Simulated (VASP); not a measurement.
# SrO (Fm-3m) in VASP: notebook, part 2 of 2

VASP 6.6.1. The steps go on from the part before.

## 3. Single point, r2SCAN (volume scaled by 0.94)

The input, POSCAR:

```
SrO
1.0
    0.0000000000      2.5276385995      2.5276385995
    2.5276385995      0.0000000000      2.5276385995
    2.5276385995      2.5276385995      0.0000000000
Sr O
1 1
Direct
    0.5000000000      0.5000000000      0.5000000000
    0.0000000000      0.0000000000      0.0000000000
```

The input, INCAR.step1:

```
PREC = Accurate
ENCUT = 520
ISMEAR = 0
SIGMA = 0.02
LREAL = F
LASPH = T
NELM = 60
NBANDS = 15
GGA = PE
ALGO = Normal
EDIFF = 1E-4
LWAVE = T
LCHARG = F
```

The input, INCAR.step2:

```
PREC = Accurate
ENCUT = 520
EDIFF = 1E-6
ISMEAR = 0
SIGMA = 0.02
LREAL = F
LASPH = T
NELM = 60
ALGO = Normal
ISIF = 2
LWAVE = F
LCHARG = F
METAGGA = R2SCAN
LMIXTAU = T
NBANDS = 15
ISTART = 1
```

The input, KPOINTS:

```
Automatic mesh
0
Gamma
  8 8 8
```

Potentials or basis: VASP PAW PBE potentials, release 64 (Sr_sv, O).

On the command line:

```bash
cat potpaw_PBE.64/Sr_sv/POTCAR potpaw_PBE.64/O/POTCAR > POTCAR
cp INCAR.step1 INCAR
mpirun -np 1 vasp_std > vasp.out
cp INCAR.step2 INCAR
mpirun -np 1 vasp_std > vasp.out
```

OUTCAR:

```text
PREC = Accurate
   ENCUT = 520
   EDIFF = 1E-6
   ISMEAR = 0
   LREAL = F
   LASPH = T
   NELM = 60
   ISIF = 2
   METAGGA = R2SCAN
   ISTART = 1

 ion  position               nearest neighbor table
   1  0.500  0.500  0.500-   2 2.53   2 2.53   2 2.53   2 2.53   2 2.53   2 2.53
   2  0.000  0.000  0.000-   1 2.53   1 2.53   1 2.53   1 2.53   1 2.53   1 2.53

  LATTYP: Found a face centered cubic cell.
 ALAT       =     5.0552771990

  Lattice vectors:

 A1 = (   0.0000000000,   2.5276385995,   2.5276385995)
 A2 = (   2.5276385995,   0.0000000000,   2.5276385995)
 A3 = (   2.5276385995,   2.5276385995,   0.0000000000)

Analysis of symmetry for initial positions (statically):
=====================================================================
 Subroutine PRICEL returns:
 Original cell was already a primitive cell.

 Routine SETGRP: Setting up the symmetry group for a
 face centered cubic supercell.

 Subroutine GETGRP returns: Found 48 space group operations
 (whereof 48 operations were pure point group operations)
 out of a pool of 48 trial point group operations.
[... 167 lines left out ...]
 fundamental gap:      3.7092317744
 Fermi energy:         1.8179644123

 k-point     1 :       0.0000    0.0000    0.0000
  band No.  band energies     occupation
      1     -31.7068      2.00000
      2     -14.5029      2.00000
      3     -12.6709      2.00000
      4     -12.6709      2.00000
      5     -12.6709      2.00000
      6       1.5874      2.00000
      7       1.5874      2.00000
      8       1.5874      2.00000
      9       6.6429      0.00000
     10       8.4777      0.00000
     11       8.4777      0.00000
     12       8.4777      0.00000
     13      10.9176      0.00000
     14      10.9176      0.00000
[... 401 lines left out ...]
      2     -15.6348      2.00000
      3     -13.1162      2.00000
      4     -12.9418      2.00000
      5     -11.9896      2.00000
      6      -0.0132      2.00000
      7       0.6839      2.00000
      8       0.7875      2.00000
      9       8.6943      0.00000
     10       9.0896      0.00000
     11      12.0508      0.00000
     12      12.0527      0.00000
     13      14.4323      0.00000
     14      15.8215      0.00000
     15      16.6512      0.00000

 [... further k-points ...]
[... 5 lines left out ...]
  --------------------------------------------------------------------------------------
  -------------------------------------------------------------------------------------
  Total        1.4706853      1.4706853      1.4706853      0.0000000      0.0000000     -0.0000000
  in kB       72.9550577     72.9550577     72.9550577      0.0000000      0.0000000     -0.0000000
  external PRESSURE =      72.9550577 kB  Pullay stress =       0.0000000 kB

 VOLUME and BASIS-vectors are now :
 -----------------------------------------------------------------------------
  energy-cutoff  :      520.00
  volume of cell :       32.30
      direct lattice vectors                 reciprocal lattice vectors
     0.000000000  2.527638599  2.527638599    -0.197813089  0.197813089  0.197813089
     2.527638599  0.000000000  2.527638599     0.197813089 -0.197813089  0.197813089
     2.527638599  2.527638599  0.000000000     0.197813089  0.197813089 -0.197813089

 POSITION                                       TOTAL-FORCE (eV/Angst)
 -----------------------------------------------------------------------------------
      2.52764      2.52764      2.52764         0.000000      0.000000     -0.000000
      0.00000      0.00000      0.00000        -0.000000     -0.000000      0.000000
 -----------------------------------------------------------------------------------
    total drift:                                0.000000      0.000000      0.000000

  FREE ENERGIE OF THE ION-ELECTRON SYSTEM (eV)
  ---------------------------------------------------
  free  energy   TOTEN  =       -27.0063906421 eV

  energy  without entropy=      -27.0063906421  energy(sigma->0) =      -27.00639064
```

OUTCAR.step1:

```text
PREC = Accurate
   ENCUT = 520
   ISMEAR = 0
   LREAL = F
   LASPH = T
[... 652 lines left out ...]
 -----------------------------------------------------------------------------------
      2.52764      2.52764      2.52764         0.000000     -0.000000     -0.000000
      0.00000      0.00000      0.00000        -0.000000      0.000000      0.000000
 -----------------------------------------------------------------------------------
    total drift:                                0.000000      0.000000      0.000000

  FREE ENERGIE OF THE ION-ELECTRON SYSTEM (eV)
  ---------------------------------------------------
  free  energy   TOTEN  =       -11.9759967899 eV

  energy  without entropy=      -11.9759967899  energy(sigma->0) =      -11.97599679
```

Wall time 3.3 min (1 thread of AMD EPYC 7R13, shared host); peak memory 0.14 GiB.

What came out:

* Free energy: -27.0064 eV
* Pressure: 7.3 GPa
* Band gap on the k mesh: 3.71 eV, indirect (least direct gap 3.76 eV)

Caveat: the PAW data sets were made with another functional, which shifts forces and pressure a little. A k mesh can miss the band edges.

## 4. Single point, r2SCAN (volume scaled by 0.97)

The input, POSCAR:

```
SrO
1.0
    0.0000000000      2.5542472769      2.5542472769
    2.5542472769      0.0000000000      2.5542472769
    2.5542472769      2.5542472769      0.0000000000
Sr O
1 1
Direct
    0.5000000000      0.5000000000      0.5000000000
    0.0000000000      0.0000000000      0.0000000000
```

The input, INCAR.step1:

```
SYSTEM = SrO
ALGO = Normal
EDIFF = 1E-4
ENCUT = 520
GGA = PE
ISMEAR = 0
LASPH = .TRUE.
LCHARG = .FALSE.
LREAL = .FALSE.
LWAVE = .TRUE.
NBANDS = 15
NELM = 100
PREC = Accurate
SIGMA = 0.02
```

The input, INCAR.step2:

```
SYSTEM = SrO
ALGO = Normal
EDIFF = 1E-6
ENCUT = 520
ISIF = 2
ISMEAR = 0
ISTART = 1
LASPH = .TRUE.
LCHARG = .FALSE.
LMIXTAU = .TRUE.
LREAL = .FALSE.
LWAVE = .FALSE.
METAGGA = R2SCAN
NBANDS = 15
NELM = 100
PREC = Accurate
SIGMA = 0.02
```

The input, KPOINTS:

```
k-points
0
G
  8 8 8
  0 0 0
```

On the command line:

```bash
cat potpaw_PBE.64/Sr_sv/POTCAR potpaw_PBE.64/O/POTCAR > POTCAR
cp INCAR.step1 INCAR
mpirun -np 1 vasp_std > vasp.out
cp INCAR.step2 INCAR
mpirun -np 1 vasp_std > vasp.out
```

Run time: 2.5 min. Hardware: 1 thread of AMD EPYC 7R13, shared host; peak memory 0.14 GiB.

The run converged. Its results:

* Free energy: -27.0420 eV
* Pressure: 3.6 GPa
* Band gap on the k mesh: 3.73 eV, indirect (least direct gap 3.80 eV)

Levels at points of the mesh, in eV from the valence-band top:
| k point | band 5 | band 6 | band 7 | band 8 | band 9 | band 10 | band 11 | band 12 |
| --- | --- | --- | --- | --- | --- | --- | --- | --- |
| (0.00, 0.00, 0.00) | -14.40 | 0.00 | 0.00 | 0.00 | 4.81 | 6.82 | 6.82 | 6.82 |
| (0.50, 0.00, 0.00) | -13.37 | -2.15 | -1.17 | -1.17 | 7.20 | 9.25 | 9.60 | 9.60 |
| (0.50, 0.50, 0.00) | -14.79 | -0.39 | -0.07 | -0.07 | 3.73 | 8.68 | 11.05 | 11.30 |

Caveat: the PAW data sets were made with another functional, which shifts forces and pressure a little. A k mesh can miss the band edges.

## 5. Overview

| cell | k mesh | smearing | gap on the mesh (eV) | pressure (GPa) |
| --- | --- | --- | --- | --- |
| a = 3.629 Å, angles 60.0°, 2 atoms | 6 × 6 × 6 | gaussian 0.1 eV | 3.74 | 2.1 |
| a = 3.575 Å, angles 60.0°, 2 atoms | 8 × 8 × 8 | gaussian 0.02 eV | 3.71 | 7.3 |
| a = 3.612 Å, angles 60.0°, 2 atoms | 8 × 8 × 8 | gaussian 0.02 eV | 3.73 | 3.6 |

Alike in all rows: task single point; level r2SCAN; potentials or basis VASP PAW PBE potentials, release 64 (Sr_sv, O); no spin polarisation; cutoff (eV) 520.

Caveats: the PAW data sets were made with another functional, which shifts forces and pressure a little.

Absolute energies hang on the potentials; compare differences alone.
